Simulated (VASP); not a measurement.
Input of a VASP 6.6.1 run:

The input INCAR:

```
SYSTEM = Sn4Se3
ALGO = Fast
EDIFF = 1E-6
EDIFFG = -0.08
ENCUT = 600
GGA = PE
IBRION = 2
ISIF = 3
ISMEAR = 0
LASPH = .True.
LCHARG = .False.
LREAL = .False.
LWAVE = .False.
NELM = 100
NSW = 36
PREC = Accurate
SIGMA = 0.2
```

The input KPOINTS:

```
k-points
0
Gamma
  3 3 3
  0 0 0
```

Contents of POSCAR:

```
Sn4Se3
1.0
   -4.5450000000      4.5450000000      4.5450000000
    4.5450000000     -4.5450000000      4.5450000000
    4.5450000000      4.5450000000     -4.5450000000
Sn Se
8 6
Direct
    0.5000000000      0.0000000000      0.8600000000
    0.8600000000      0.5000000000      0.0000000000
    0.1400000000      0.1400000000      0.1400000000
    0.0000000000      0.8600000000      0.5000000000
    0.3600000000      0.5000000000      0.0000000000
    0.6400000000      0.6400000000      0.6400000000
    0.0000000000      0.3600000000      0.5000000000
    0.5000000000      0.0000000000      0.3600000000
    0.6250000000      0.3750000000      0.2500000000
    0.1250000000      0.7500000000      0.8750000000
    0.7500000000      0.8750000000      0.1250000000
    0.8750000000      0.1250000000      0.7500000000
    0.2500000000      0.6250000000      0.3750000000
    0.3750000000      0.2500000000      0.6250000000
```

Potentials or basis: VASP PAW PBE potentials, release 64 (Sn_d, Se).

The run is started by

```bash
$ cat potpaw_PBE.64/Sn_d/POTCAR potpaw_PBE.64/Se/POTCAR > POTCAR
$ mpirun -np 1 vasp_std > vasp.out
```

(1) What does it give for the band gap on the k mesh?

Results:

(1) zero (bands 74 and 75 overlap by 0.25 eV).

Caveat: the relaxation stopped at its first step, so nothing moved; semilocal functionals underestimate gaps, and a narrow one can read as zero; spin-orbit coupling is left out, which moves the levels of the heavy elements.
